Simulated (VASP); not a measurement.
# Mo (Im-3m) in VASP: notebook

The runs below take Mo through relaxation of cell and atoms, single point, with PBE.

Program: VASP 6.6.1. These are calculated values, not measurements. Logs are shortened: lines on timing, memory, paths and dates and some standing lists are left out, and cuts for length are marked.

## (1) The cell of the first run

It takes space group Im-3m (No. 229, cubic). Conventional cell: a = 3.147 Å, b = 3.147 Å, c = 3.147 Å, α = 90.00°, β = 90.00°, γ = 90.00°. Within 3.6 Å of Mo (site symmetry m-3m) lie 14 Mo at 2.73 to 3.15 Å.

## (2) Relaxation of cell and atoms, PBE

Contents of INCAR:

```
SYSTEM = Mo
  PREC = Accurate
  ENCUT = 600
  EDIFF = 1E-7
  ISMEAR = -1
  SIGMA = 0.1
  LREAL = .FALSE.
  LASPH = .TRUE.
  NELM = 60
  ALGO = Normal
  ISIF = 3
  LWAVE = .FALSE.
  LCHARG = .FALSE.
  GGA = PE
  IBRION = 2
  NSW = 80
  EDIFFG = -0.01
```

Contents of KPOINTS:

```
regular mesh
0
G
  14 14 14
  0 0 0
```

Contents of POSCAR:

```
Mo
1.0
   -1.5736500000      1.5736500000      1.5736500000
    1.5736500000     -1.5736500000      1.5736500000
    1.5736500000      1.5736500000     -1.5736500000
Mo
1
Direct
    0.0000000000      0.0000000000      0.0000000000
```

Potentials or basis: VASP PAW PBE potentials, release 64 (Mo_sv).

The run is started by

```console
> cat potpaw_PBE.64/Mo_sv/POTCAR > POTCAR
> mpirun -np 1 vasp_std > vasp.out
```

OUTCAR:

```text
SYSTEM = Mo
   PREC = Accurate
   ENCUT = 600
   EDIFF = 1E-7
   ISMEAR = -1
   LREAL = .FALSE.
   LASPH = .TRUE.
   NELM = 60
   ISIF = 3
   GGA = PE
   IBRION = 2
   NSW = 80
   EDIFFG = -0.01

 ion  position               nearest neighbor table
   1  0.000  0.000  0.000-

  LATTYP: Found a body centered cubic cell.
 ALAT       =     3.1473000000

  Lattice vectors:

 A1 = (  -1.5736500000,   1.5736500000,   1.5736500000)
 A2 = (   1.5736500000,  -1.5736500000,   1.5736500000)
 A3 = (   1.5736500000,   1.5736500000,  -1.5736500000)

Analysis of symmetry for initial positions (statically):
=====================================================================
 Subroutine PRICEL returns:
 Original cell was already a primitive cell.

 Routine SETGRP: Setting up the symmetry group for a
 body centered cubic supercell.

 Subroutine GETGRP returns: Found 48 space group operations
 (whereof 48 operations were pure point group operations)
 out of a pool of 48 trial point group operations.

The static configuration has the point symmetry O_h .

Analysis of symmetry for dynamics (positions and initial velocities):
=====================================================================
 Subroutine PRICEL returns:
 Original cell was already a primitive cell.

 Routine SETGRP: Setting up the symmetry group for a
 body centered cubic supercell.

 Subroutine GETGRP returns: Found 48 space group operations
 (whereof 48 operations were pure point group operations)
 out of a pool of 48 trial point group operations.

The dynamic configuration has the point symmetry O_h .

 Subroutine INISYM returns: Found 48 space group operations
 (whereof 48 operations are pure point group operations),
 and found     1 'primitive' translations

----------------------------------------------------------------------------------------

                                     Primitive cell

  volume of cell :      15.5878

  direct lattice vectors                    reciprocal lattice vectors
    -1.573650000  1.573650000  1.573650000     0.000000000  0.317732660  0.317732660
     1.573650000 -1.573650000  1.573650000     0.317732660  0.000000000  0.317732660
     1.573650000  1.573650000 -1.573650000     0.317732660  0.317732660  0.000000000

  length of vectors
     2.725641753  2.725641753  2.725641753     0.449341837  0.449341837  0.449341837

  position of ions in fractional coordinates (direct lattice)
     0.000000000  0.000000000  0.000000000

  ion indices of the primitive-cell ions
   primitive index   ion index
                 1           1

----------------------------------------------------------------------------------------

 KPOINTS: regular mesh

Automatic generation of k-mesh.
 Grid dimensions read from file:
 generate k-points for:   14   14   14

 Generating k-lattice:

  Cartesian coordinates                     Fractional coordinates (reciprocal lattice)
     0.000000000  0.022695190  0.022695190     0.071428571  0.000000000  0.000000000
     0.022695190  0.000000000  0.022695190     0.000000000  0.071428571  0.000000000
     0.022695190  0.022695190  0.000000000     0.000000000  0.000000000  0.071428571

  Length of vectors
     0.032095845  0.032095845  0.032095845

  Shift w.r.t. Gamma in fractional coordinates (k-lattice)
     0.000000000  0.000000000  0.000000000

 Subroutine IBZKPT returns following result:
 ===========================================

 Found    104 irreducible k-points:

 Following reciprocal coordinates:
            Coordinates               Weight
  0.000000  0.000000  0.000000      1.000000
  0.071429  0.000000  0.000000     12.000000
  0.142857  0.000000  0.000000     12.000000
  0.214286  0.000000  0.000000     12.000000
  0.285714  0.000000  0.000000     12.000000
  0.357143  0.000000  0.000000     12.000000
[... 16 lines left out ...]
  0.285714  0.285714  0.000000     24.000000
  0.357143  0.285714  0.000000     24.000000
 [... further k-points ...]
   k-points           NKPTS =    104   k-points in BZ     NKDIM =    104   number of bands    NBANDS=     11
   number of dos      NEDOS =    301   number of ions     NIONS =      1
   total plane-waves  NPLWV =  13824
   dimension x,y,z NGX =    24 NGY =   24 NGZ =   24
   dimension x,y,z NGXF=    48 NGYF=   48 NGZF=   48
   ions per type =               1
   NGX,Y,Z   is equivalent  to a cutoff of  14.64, 14.64, 14.64 a.u.
   NGXF,Y,Z  is equivalent  to a cutoff of  29.28, 29.28, 29.28 a.u.
 SYSTEM =  Mo
   PREC   = accura    normal or accurate (medium, high low for compatibility)
   ISTART =      0    job   : 0-new  1-cont  2-samecut
   ICHARG =      2    charge: 1-file 2-atom 10-const
   ISPIN  =      1    spin polarized calculation?
   LNONCOLLINEAR =      F non collinear calculations
   LSORBIT =      F    spin-orbit coupling
   LASPH  =      T    aspherical Exc in radial PAW
   ENCUT  =  600.0 eV  44.10 Ry    6.64 a.u.   5.44  5.44  5.44*2*pi/ulx,y,z
   NELM   =     60;   NELMIN=  2; NELMDL= -5     # of ELM steps
   EDIFF  = 0.1E-06   stopping-criterion for ELM
   LREAL  =      F    real-space projection
   EDIFFG = -.1E-01   stopping-criterion for IOM
   NSW    =     80    number of steps for IOM
   IBRION =      2    ionic relax: 0-MD 1-quasi-New 2-CG
   NFREE  =      1    steps in history (QN), initial steepest desc. (CG)
   ISIF   =      3    stress and relaxation
   ISYM   =      2    0-nonsym 1-usesym 2-fastsym
   POTIM  = 0.5000    time-step for ionic-motion
   TEBEG  =    0.0;   TEEND  =   0.0 temperature during run
   PSTRESS=    0.0 pullay stress
   NELECT =      14.0000    total number of electrons
   NUPDOWN=      -1.0000    fix difference up-down
   EMIN   =  10.00;   EMAX   =-10.00  energy-range for DOS
   EFERMI =   0.00;   METHOD = LEGACY
   ISMEAR =    -1;   SIGMA  =   0.10  broadening in eV -4-tet -1-fermi 0-gaus
   EFERMI_NEDOS =   21; number of points for ismear=-14 and -15
   IALGO  =     38    algorithm
   IMIX   =      4    mixing-type and parameters
     AMIX     =   0.40;   BMIX     =  1.00
     AMIX_MAG =   1.60;   BMIX_MAG =  1.00
  volume/ion in A,a.u.               =      15.59       105.19
  Fermi-wavevector in a.u.,A,eV,Ry     =   1.579511  2.984843 33.944570  2.494856
  Thomas-Fermi vector in A             =   2.679879
   LORBIT       =      0    0 simple, 1 ext, 2 COOP (PROOUT), +10 PAW based schemes
   GGA     = PE    functional components
   LHFCALC =     F    Hartree Fock is set to
   AEXX    =    0.0000 exact exchange contribution
   IVDW    =     0    specifies the selected vdW correction
   LEPSILON=     F    determine dielectric tensor
   LRPA    =     F    only Hartree local field effects (RPA)
 conjugate gradient relaxation of ions
 non-spin polarized calculation
  energy-cutoff  :      600.00
  volume of cell :       15.59
 maximum number of plane-waves:       539
 NGX is ok and might be reduce to    24
   NGX = 11   NGY = 11   NGZ = 11

--------------------------------------- Ionic step        1  -------------------------------------------

 number of electron      14.0000002 magnetization

 Free energy of the ion-electron system (eV)
  ---------------------------------------------------
  ext. energy  EPLUGINS =         0.00000000
  ---------------------------------------------------
  free energy    TOTEN  =       -10.93483038 eV

  energy without entropy =      -10.90628425  energy(sigma->0) =      -10.92055732

------------------------ aborting loop because EDIFF is reached ----------------------------------------

  FORCE on cell =-STRESS in cart. coord.  units (eV):
  Direction    XX          YY          ZZ          XY          YZ          ZX
  --------------------------------------------------------------------------------------
  -------------------------------------------------------------------------------------
  Total        0.4245588      0.4245588      0.4245588      0.0000000      0.0000000     -0.0000000
  in kB       43.6379111     43.6379111     43.6379111      0.0000000      0.0000000     -0.0000000
  external PRESSURE =      43.6379111 kB  Pullay stress =       0.0000000 kB
[... 55 lines left out ...]
  energy  without entropy=      -10.8858569730  energy(sigma->0) =      -10.89968310

--------------------------------------- Ionic step        3  -------------------------------------------

 number of electron      14.0000002 magnetization

 Free energy of the ion-electron system (eV)
  ---------------------------------------------------
  ext. energy  EPLUGINS =         0.00000000
  ---------------------------------------------------
  free energy    TOTEN  =       -10.93823794 eV

  energy without entropy =      -10.90999343  energy(sigma->0) =      -10.92411569

 E-fermi :  12.3960     XC(G=0): -13.3148

 val. band max:       12.3935630846   @ k =  -0.2857   0.3571   0.2143
 cond. band min:      12.4016212608   @ k =  -0.2857   0.3571   0.1429
 fundamental gap:      0.0080581762
 Fermi energy:        12.3960243850

 k-point     1 :       0.0000    0.0000    0.0000
  band No.  band energies     occupation
      1     -48.9138      2.00000
      2     -22.2111      2.00000
      3     -22.2111      2.00000
      4     -22.2111      2.00000
      5       5.1844      2.00000
      6      11.0309      2.00000
      7      11.0309      2.00000
      8      11.0309      2.00000
      9      14.0067      0.00000
     10      14.0067      0.00000
     11      27.1859      0.00000
[... 309 lines left out ...]
 k-point    24 :       0.3571    0.2857    0.0000
  band No.  band energies     occupation
      1     -48.6338      2.00000
      2     -23.2396      2.00000
      3     -23.0341      2.00000
      4     -22.3784      2.00000
      5       8.5653      2.00000
      6       9.7384      2.00000
      7      10.4735      2.00000
      8      14.2239      0.00000
      9      14.7016      0.00000
     10      21.6067      0.00000
     11      22.3979      0.00000

 [... further k-points ...]

------------------------ aborting loop because EDIFF is reached ----------------------------------------

  FORCE on cell =-STRESS in cart. coord.  units (eV):
  Direction    XX          YY          ZZ          XY          YZ          ZX
  --------------------------------------------------------------------------------------
  -------------------------------------------------------------------------------------
  Total       -0.0067471     -0.0067471     -0.0067471      0.0000000     -0.0000000      0.0000000
  in kB       -0.6821532     -0.6821532     -0.6821532      0.0000000     -0.0000000      0.0000000
  external PRESSURE =      -0.6821532 kB  Pullay stress =       0.0000000 kB
[... 16 lines left out ...]
  FREE ENERGIE OF THE ION-ELECTRON SYSTEM (eV)
  ---------------------------------------------------
  free  energy   TOTEN  =       -10.9382379442 eV

  energy  without entropy=      -10.9099934313  energy(sigma->0) =      -10.92411569

 reached required accuracy - stopping structural energy minimisation
```

It took 29 s on 1 thread of Intel Xeon Platinum 8488C (Sapphire Rapids), shared host; peak memory 0.16 GiB.

What came out:

```
Free energy                            : -10.9382 eV
Relaxed volume                         : 15.85 Å³/atom
Relaxed cell                           : a = 2.741 Å, b = 2.741 Å, c = 2.741 Å, α = 109.47°, β = 109.47°, γ = 109.47°
Space group after relaxing (to 0.05 Å) : Im-3m (No. 229)
Energy gained by relaxing              : 3.4 meV/atom
Ionic steps                            : 3
Pressure after relaxing                : -0.1 GPa
Band gap on the k mesh                 : zero (band 7 reaches 16.27 eV, above the bottom of band 8 at 11.03 eV)
```

Step by step:
| step | energy change (eV) | largest force (eV/Å) | pressure (GPa) | volume (Å³) |
| --- | --- | --- | --- | --- |
| 1 | 0.0000 | 0.0000 | 4.36 | 15.59 |
| 2 | 0.0213 | 0.0000 | -10.54 | 16.57 |
| 3 | -0.0034 | 0.0000 | -0.07 | 15.85 |

Final structure:
```cif
data_structure
_symmetry_space_group_name_H-M 'P 1'
_symmetry_Int_Tables_number 1
_cell_length_a 2.7407
_cell_length_b 2.7407
_cell_length_c 2.7407
_cell_angle_alpha 109.471
_cell_angle_beta 109.471
_cell_angle_gamma 109.471
_cell_volume 15.85
loop_
_atom_site_label
_atom_site_type_symbol
_atom_site_fract_x
_atom_site_fract_y
_atom_site_fract_z
_atom_site_occupancy
Mo1 Mo 0.00000 0.00000 0.00000 1
```

[end of part 1 of 2]
